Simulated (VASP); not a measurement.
A run of VASP 6.6.1 is set up as follows.

Contents of INCAR:

```
PREC = Accurate
ENCUT = 520
EDIFF = 1E-6
ISMEAR = -1
SIGMA = 0.1
LREAL = F
LASPH = T
NELM = 100
ALGO = Normal
ISIF = 2
LWAVE = F
LCHARG = F
GGA = PE
NBANDS = 22
```

File KPOINTS:

```
regular mesh
0
Gamma
  7 7 4
```

POSCAR

```
Bi
1.0
    3.4806673264      0.0000000000      0.0000000000
   -1.7403336632      3.0143463268      0.0000000000
    0.0000000000      0.0000000000      5.5865155842
Bi
2
Direct
    0.3333333333      0.6666666667      0.2500000000
    0.6666666667      0.3333333333      0.7500000000
```

Potentials or basis: VASP PAW PBE potentials, release 64 (Bi_d).

The run is started by

```sh
$ cat potpaw_PBE.64/Bi_d/POTCAR > POTCAR
$ mpirun -np 1 vasp_std > vasp.out
```

(1) Estimate the pressure.

(2) Estimate the band gap on the k mesh.

## Answers

(1) 4.9 GPa.

(2) zero (band 15 reaches 13.03 eV, above the bottom of band 16 at 6.36 eV).

Caveat: spin-orbit coupling is left out, which moves the levels of the heavy elements.
